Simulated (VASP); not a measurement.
# Mg12CO12F4 in VASP: single point with PBE

Aim: the single point of Mg12CO12F4 with PBE.

All numbers are computed with VASP 6.6.1; they aren't measurements. Logs are shortened: lines on timing, memory, paths and dates and some standing lists are left out, and cuts for length are marked.

## Step 1: The cell of the first run

The cell holds a slab with vacuum, 29 atoms: a = 5.606 Å, b = 5.606 Å, c = 16.722 Å, α = 90.00°, β = 90.00°, γ = 60.00°.

## Step 2: Single point, PBE

File INCAR:

```
SYSTEM = Mg12CO12F4
  PREC = Accurate
  ENCUT = 620
  EDIFF = 1E-6
  ISMEAR = 0
  SIGMA = 0.05
  LREAL = Auto
  LASPH = .TRUE.
  NELM = 120
  ALGO = Normal
  ISIF = 2
  LWAVE = .FALSE.
  LCHARG = .FALSE.
  GGA = PE
  NBANDS = 132
  GGA_COMPAT = .FALSE.
  NELMDL = -8
```

File KPOINTS:

```
Automatic mesh
0
G
  2 2 1
  0 0 0
```

File POSCAR:

```
Mg12CO12F4
1.0
    5.6059430000      0.0000000000      0.0000000000
    2.8029710000      4.8548890000      0.0000000000
    0.0000000000      0.0000000000     16.7215410000
Mg O C F
12 12 1 4
Direct
    0.0000000000      0.0000000000      0.0598031007
    0.0000001407      0.4999998970      0.0598031007
    0.4999999108      0.0000000000      0.0598031007
    0.5000000515      0.4999998970      0.0598031007
    0.6671029633      0.6661002960      0.2116246344
    0.6674451997      0.1673057819      0.2102449170
    0.1661424344      0.6659968951      0.2111393920
    0.1662651465      0.1669364634      0.2116340832
    0.3440763143      0.3227849288      0.3623613398
    0.3333248405      0.8329197640      0.3613858914
    0.8395215019      0.3391912771      0.3643942864
    0.8231227762      0.8437517315      0.3623516517
    0.3333333459      0.8333333677      0.1282362672
    0.3333333082      0.3333332647      0.1282362672
    0.8333332567      0.8333333677      0.1282362672
    0.8333333974      0.3333332647      0.1282362672
    0.0008362007      0.5006392525      0.2781543280
   -0.0024276268     -0.0011580079      0.2811039365
    0.4990383416      0.4973763561      0.2811039365
    0.5025221421      0.0022888268      0.2782657412
    0.6773732913      0.1769846849      0.4384425455
    0.6614950165      0.6800229624      0.4237771507
    0.1803636462      0.1610743315      0.4237666253
    0.1609333621      0.6605772037      0.4239754578
    0.6896192516      0.1890593173      0.5211321134
    0.1087247375      0.6075065774      0.5022580754
    0.5639338032      0.0640560474      0.5555130356
    0.9494897788      0.0684450252      0.5487161739
    0.5697980390      0.4488782339      0.5487322012
```

Potentials or basis: VASP PAW PBE potentials, release 64 (Mg_sv, O, C, F).

Started as:

```sh
> cat potpaw_PBE.64/Mg_sv/POTCAR potpaw_PBE.64/O/POTCAR potpaw_PBE.64/C/POTCAR potpaw_PBE.64/F/POTCAR > POTCAR
> mpirun -np 1 vasp_std > vasp.out
```

OUTCAR:

```text
SYSTEM = Mg12CO12F4
   PREC = Accurate
   ENCUT = 620
   EDIFF = 1E-6
   ISMEAR = 0
   LREAL = Auto
   LASPH = .TRUE.
   NELM = 120
   ISIF = 2
   GGA = PE
   NELMDL = -8

 ion  position               nearest neighbor table
   1  0.000  0.000  0.060-  16 1.98  15 1.98  13 1.98
   2  0.000  0.500  0.060-  14 1.98  16 1.98  15 1.98
   3  0.500  0.000  0.060-  13 1.98  14 1.98  15 1.98
   4  0.500  0.500  0.060-  14 1.98  16 1.98  13 1.98
   5  0.667  0.666  0.212-  17 1.97  20 1.98  19 2.01
   6  0.667  0.167  0.210-  20 1.96  19 1.99  18 1.99  16 2.12  15 2.12  14 2.12
   7  0.166  0.666  0.211-  17 1.96  18 2.00  19 2.00
   8  0.166  0.167  0.212-  17 1.97  20 1.98  18 2.01
   9  0.344  0.323  0.362-  23 1.88  24 1.94  21 2.06  20 2.10  19 2.10
  10  0.333  0.833  0.361-  23 1.91  22 1.91  24 1.97  19 2.11  18 2.11
  11  0.840  0.339  0.364-  23 1.93  22 1.93  21 2.00
  12  0.823  0.844  0.362-  22 1.88  24 1.94  21 2.06  20 2.10  18 2.10
  13  0.333  0.833  0.128-   3 1.98   1 1.98   4 1.98
  14  0.333  0.333  0.128-   2 1.98   3 1.98   4 1.98   6 2.12
  15  0.833  0.833  0.128-   1 1.98   3 1.98   2 1.98   6 2.12
  16  0.833  0.333  0.128-   1 1.98   2 1.98   4 1.98   6 2.12
  17  0.001  0.501  0.278-   7 1.96   8 1.97   5 1.97
  18  0.998  0.999  0.281-   6 1.99   7 2.00   8 2.01  12 2.10  10 2.11
  19  0.499  0.497  0.281-   6 1.99   7 2.00   5 2.01   9 2.10  10 2.11
  20  0.503  0.002  0.278-   6 1.96   5 1.98   8 1.98   9 2.10  12 2.10
  21  0.677  0.177  0.438-  25 1.39  11 2.00  12 2.06   9 2.06
  22  0.661  0.680  0.424-  12 1.88  10 1.91  11 1.93
  23  0.180  0.161  0.424-   9 1.88  10 1.91  11 1.93
  24  0.161  0.661  0.424-  26 1.41   9 1.94  12 1.94  10 1.97
  25  0.690  0.189  0.521-  28 1.34  29 1.34  27 1.35  21 1.39
  26  0.109  0.608  0.502-  24 1.41
  27  0.564  0.064  0.556-  25 1.35
  28  0.949  0.068  0.549-  25 1.34
  29  0.570  0.449  0.549-  25 1.34

  LATTYP: Found a hexagonal cell.
 ALAT       =     5.6059427066
 C/A-ratio  =     2.9828240985

  Lattice vectors:

 A1 = (  -2.8029710000,  -4.8548890000,   0.0000000000)
 A2 = (   5.6059430000,   0.0000000000,   0.0000000000)
 A3 = (   0.0000000000,   0.0000000000,  16.7215410000)

Analysis of symmetry for initial positions (statically):
=====================================================================
 Subroutine PRICEL returns:
 Original cell was already a primitive cell.

 Routine SETGRP: Setting up the symmetry group for a
 hexagonal supercell.

 Subroutine GETGRP returns: Found  1 space group operations
 (whereof  1 operations were pure point group operations)
 out of a pool of 24 trial point group operations.

The static configuration has the point symmetry C_1 .

Analysis of symmetry for dynamics (positions and initial velocities):
=====================================================================
 Subroutine PRICEL returns:
 Original cell was already a primitive cell.

 Routine SETGRP: Setting up the symmetry group for a
 hexagonal supercell.

 Subroutine GETGRP returns: Found  1 space group operations
 (whereof  1 operations were pure point group operations)
 out of a pool of 24 trial point group operations.

The dynamic configuration has the point symmetry C_1 .

 Subroutine INISYM returns: Found  1 space group operations
 (whereof  1 operations are pure point group operations),
 and found     1 'primitive' translations

----------------------------------------------------------------------------------------

                                     Primitive cell

  volume of cell :     455.0973

  direct lattice vectors                    reciprocal lattice vectors
     5.605943000  0.000000000  0.000000000     0.178382121 -0.102988948  0.000000000
     2.802971000  4.854889000  0.000000000     0.000000000  0.205977933  0.000000000
     0.000000000  0.000000000 16.721541000     0.000000000  0.000000000  0.059803101

  length of vectors
     5.605943000  5.605942707 16.721541000     0.205977922  0.205977933  0.059803101

  position of ions in fractional coordinates (direct lattice)
     0.000000000  0.000000000  0.059803101
     0.000000141  0.499999897  0.059803101
     0.499999911  0.000000000  0.059803101
     0.500000052  0.499999897  0.059803101
     0.667102963  0.666100296  0.211624634
     0.667445200  0.167305782  0.210244917
[... 21 lines left out ...]
     0.949489779  0.068445025  0.548716174
     0.569798039  0.448878234  0.548732201

  ion indices of the primitive-cell ions
   primitive index   ion index
                 1           1
                 2           2
                 3           3
                 4           4
                 5           5
                 6           6
[... 21 lines left out ...]
                28          28
                29          29

----------------------------------------------------------------------------------------

 KPOINTS: Automatic mesh

Automatic generation of k-mesh.
 Grid dimensions read from file:
 generate k-points for:    2    2    1

 Generating k-lattice:

  Cartesian coordinates                     Fractional coordinates (reciprocal lattice)
     0.089191060 -0.051494474  0.000000000     0.500000000 -0.000000000  0.000000000
     0.000000000  0.102988966  0.000000000     0.000000000  0.500000000  0.000000000
     0.000000000  0.000000000  0.059803101     0.000000000  0.000000000  1.000000000

  Length of vectors
     0.102988961  0.102988966  0.059803101

  Shift w.r.t. Gamma in fractional coordinates (k-lattice)
     0.000000000  0.000000000  0.000000000

 Subroutine IBZKPT returns following result:
 ===========================================

 Found      4 irreducible k-points:

 Following reciprocal coordinates:
            Coordinates               Weight
  0.000000  0.000000  0.000000      1.000000
  0.500000  0.000000  0.000000      1.000000
  0.500000  0.500000  0.000000      1.000000
  0.000000  0.500000  0.000000      1.000000
   k-points           NKPTS =      4   k-points in BZ     NKDIM =      4   number of bands    NBANDS=    132
   number of dos      NEDOS =    301   number of ions     NIONS =     29
   total plane-waves  NPLWV = 322560
   dimension x,y,z NGX =    48 NGY =   48 NGZ =  140
   dimension x,y,z NGXF=    96 NGYF=   96 NGZF=  280
   ions per type =              12  12   1   4
   NGX,Y,Z   is equivalent  to a cutoff of  14.23, 14.23, 13.92 a.u.
   NGXF,Y,Z  is equivalent  to a cutoff of  28.47, 28.47, 27.84 a.u.
 SYSTEM =  Mg12CO12F4
   PREC   = accura    normal or accurate (medium, high low for compatibility)
   ISTART =      0    job   : 0-new  1-cont  2-samecut
   ICHARG =      2    charge: 1-file 2-atom 10-const
   ISPIN  =      1    spin polarized calculation?
   LNONCOLLINEAR =      F non collinear calculations
   LSORBIT =      F    spin-orbit coupling
   LASPH  =      T    aspherical Exc in radial PAW
   ENCUT  =  620.0 eV  45.57 Ry    6.75 a.u.  11.38 11.38 33.95*2*pi/ulx,y,z
   NELM   =    120;   NELMIN=  2; NELMDL= -8     # of ELM steps
   EDIFF  = 0.1E-05   stopping-criterion for ELM
   LREAL  =      T    real-space projection
   EDIFFG = 0.1E-04   stopping-criterion for IOM
   NSW    =      0    number of steps for IOM
   IBRION =     -1    ionic relax: 0-MD 1-quasi-New 2-CG
   NFREE  =      0    steps in history (QN), initial steepest desc. (CG)
   ISIF   =      2    stress and relaxation
   ISYM   =      2    0-nonsym 1-usesym 2-fastsym
   POTIM  = 0.5000    time-step for ionic-motion
   TEBEG  =    0.0;   TEEND  =   0.0 temperature during run
   PSTRESS=    0.0 pullay stress
   NELECT =     224.0000    total number of electrons
   NUPDOWN=      -1.0000    fix difference up-down
   EMIN   =  10.00;   EMAX   =-10.00  energy-range for DOS
   EFERMI =   0.00;   METHOD = LEGACY
   ISMEAR =     0;   SIGMA  =   0.05  broadening in eV -4-tet -1-fermi 0-gaus
   EFERMI_NEDOS =   21; number of points for ismear=-14 and -15
   IALGO  =     38    algorithm
   IMIX   =      4    mixing-type and parameters
     AMIX     =   0.40;   BMIX     =  1.00
     AMIX_MAG =   1.60;   BMIX_MAG =  1.00
  volume/ion in A,a.u.               =      15.69       105.90
  Fermi-wavevector in a.u.,A,eV,Ry     =   1.292576  2.442614 22.731970  1.670753
  Thomas-Fermi vector in A             =   2.424275
   LORBIT       =      0    0 simple, 1 ext, 2 COOP (PROOUT), +10 PAW based schemes
   GGA     = PE    functional components
   LHFCALC =     F    Hartree Fock is set to
   AEXX    =    0.0000 exact exchange contribution
   IVDW    =     0    specifies the selected vdW correction
   LEPSILON=     F    determine dielectric tensor
   LRPA    =     F    only Hartree local field effects (RPA)
 non-spin polarized calculation
 Gauss-broadening in eV      SIGMA  =   0.05
  energy-cutoff  :      620.00
  volume of cell :      455.10
 maximum number of plane-waves:     15967
 NGX is ok and might be reduce to    48
   NGX = 23   NGY = 23   NGZ = 67

 number of electron     224.0000078 magnetization

 Free energy of the ion-electron system (eV)
  ---------------------------------------------------
  ext. energy  EPLUGINS =         0.00000000
  ---------------------------------------------------
  free energy    TOTEN  =      -145.84290616 eV

  energy without entropy =     -145.82126397  energy(sigma->0) =     -145.83208506

 E-fermi :  -0.6600     XC(G=0):  -7.5144

 val. band max:       -0.7055864210   @ k =   0.5000   0.5000   0.0000
 cond. band min:      -0.6527483598   @ k =   0.0000   0.0000   0.0000
 fundamental gap:      0.0528380612
 Fermi energy:        -0.6599904197

 k-point     1 :       0.0000    0.0000    0.0000
  band No.  band energies     occupation
      1     -75.6338      2.00000
      2     -75.6225      2.00000
      3     -75.6174      2.00000
      4     -75.6154      2.00000
      5     -74.5470      2.00000
      6     -74.5344      2.00000
[... 116 lines left out ...]
    123       6.7653      0.00000
    124       6.9194      0.00000

 k-point     2 :       0.5000    0.0000    0.0000
  band No.  band energies     occupation
      1     -75.6304      2.00000
      2     -75.6242      2.00000
      3     -75.6178      2.00000
      4     -75.6168      2.00000
      5     -74.5449      2.00000
      6     -74.5336      2.00000
[... 116 lines left out ...]
    123       7.2177      0.00000
    124       7.2744      0.00000

 k-point     3 :       0.5000    0.5000    0.0000
  band No.  band energies     occupation
      1     -75.6308      2.00000
      2     -75.6219      2.00000
      3     -75.6212      2.00000
      4     -75.6154      2.00000
      5     -74.5444      2.00000
      6     -74.5362      2.00000
[... 116 lines left out ...]
    123       7.2449      0.00000
    124       7.2654      0.00000

 k-point     4 :       0.0000    0.5000    0.0000
  band No.  band energies     occupation
      1     -75.6304      2.00000
      2     -75.6243      2.00000
      3     -75.6177      2.00000
      4     -75.6168      2.00000
      5     -74.5449      2.00000
      6     -74.5335      2.00000
[... 116 lines left out ...]
    123       7.2171      0.00000
    124       7.2741      0.00000
 [bands above 124 left out]

------------------------ aborting loop because EDIFF is reached ----------------------------------------

  FORCE on cell =-STRESS in cart. coord.  units (eV):
  Direction    XX          YY          ZZ          XY          YZ          ZX
  --------------------------------------------------------------------------------------
  -------------------------------------------------------------------------------------
  Total       52.5305240     50.5353040      2.5755524      1.7405417     -0.0529108     -0.1468598
  in kB      184.9345415    177.9103378      9.0672730      6.1276047     -0.1862732     -0.5170221
  external PRESSURE =     123.9707174 kB  Pullay stress =       0.0000000 kB

 VOLUME and BASIS-vectors are now :
 -----------------------------------------------------------------------------
  energy-cutoff  :      620.00
  volume of cell :      455.10
      direct lattice vectors                 reciprocal lattice vectors
     5.605943000  0.000000000  0.000000000     0.178382121 -0.102988948  0.000000000
     2.802971000  4.854889000  0.000000000     0.000000000  0.205977933  0.000000000
     0.000000000  0.000000000 16.721541000     0.000000000  0.000000000  0.059803101

 POSITION                                       TOTAL-FORCE (eV/Angst)
 -----------------------------------------------------------------------------------
      0.00000      0.00000      1.00000         0.017575     -0.010034     -0.691508
      1.40149      2.42744      1.00000        -0.001920     -0.001390     -0.646154
      2.80297      0.00000      1.00000        -0.015449     -0.008874     -0.652938
      4.20446      2.42744      1.00000         0.000032      0.020009     -0.691693
      5.60680      3.23384      3.53869        -0.008105      0.000751     -0.030228
      4.21061      0.81225      3.51562         0.002366      0.001331     -0.025093
[... 21 lines left out ...]
      5.51463      0.33229      9.17538         0.323406     -0.170412      0.133738
      4.45245      2.17925      9.17565         0.014134      0.365678      0.133822
 -----------------------------------------------------------------------------------
    total drift:                               -0.001453     -0.000671      0.000281

  FREE ENERGIE OF THE ION-ELECTRON SYSTEM (eV)
  ---------------------------------------------------
  free  energy   TOTEN  =      -145.8429061597 eV

  energy  without entropy=     -145.8212639652  energy(sigma->0) =     -145.83208506
```

Wall time 35 min (1 thread of Intel Xeon Platinum 8259CL at 2.50GHz (Skylake/Cascade Lake), shared host); peak memory 0.8 GiB.

Results:

```
Free energy            : -145.8429 eV
Largest force          : 0.798 eV/Å
Band gap on the k mesh : zero (bands 112 and 113 overlap by 0.21 eV)
```

Forces in eV/Å, atoms in the order of the input:
```
Mg   0.018 -0.010 -0.692
Mg  -0.002 -0.001 -0.646
Mg  -0.015 -0.009 -0.653
Mg   0.000  0.020 -0.692
Mg  -0.008  0.001 -0.030
Mg   0.002  0.001 -0.025
Mg   0.008  0.005 -0.034
Mg  -0.003 -0.007 -0.031
Mg   0.029  0.001 -0.020
Mg  -0.025 -0.013 -0.020
Mg  -0.022 -0.013 -0.031
Mg   0.017  0.025 -0.019
O   -0.028 -0.017  0.798
O    0.036  0.012  0.539
O    0.030  0.023  0.538
O   -0.037 -0.023  0.709
O    0.002  0.001  0.041
O   -0.001  0.002  0.023
O    0.002 -0.002  0.023
O   -0.002 -0.001  0.028
O   -0.013 -0.008 -0.090
O    0.003 -0.004  0.050
O   -0.002  0.007  0.051
O    0.108  0.064 -0.285
C   -0.031 -0.017 -0.301
F   -0.105 -0.061  0.332
F   -0.298 -0.172  0.169
F    0.323 -0.170  0.134
F    0.014  0.366  0.134
```

Levels at points of the mesh, in eV from the Fermi level:
```
           k point  band 109  band 110  band 111  band 112  band 113  band 114  band 115  band 116
(0.00, 0.00, 0.00)     -0.29     -0.16      0.01      0.16      2.67      2.67      2.68      3.49
(0.50, 0.00, 0.00)     -0.30     -0.23     -0.11     -0.06     -0.05      2.20      2.20      3.60
(0.50, 0.50, 0.00)     -0.28     -0.08     -0.07     -0.05      0.09      2.19      2.20      3.56
(0.00, 0.50, 0.00)     -0.30     -0.23     -0.11     -0.06     -0.05      2.20      2.20      3.60
```

Caveat: the k points lie up to 0.65 Å⁻¹ apart; there is no dipole correction, which matters where the two faces differ.

The gap in the log of VASP goes by the Fermi energy; the results here count the filled bands.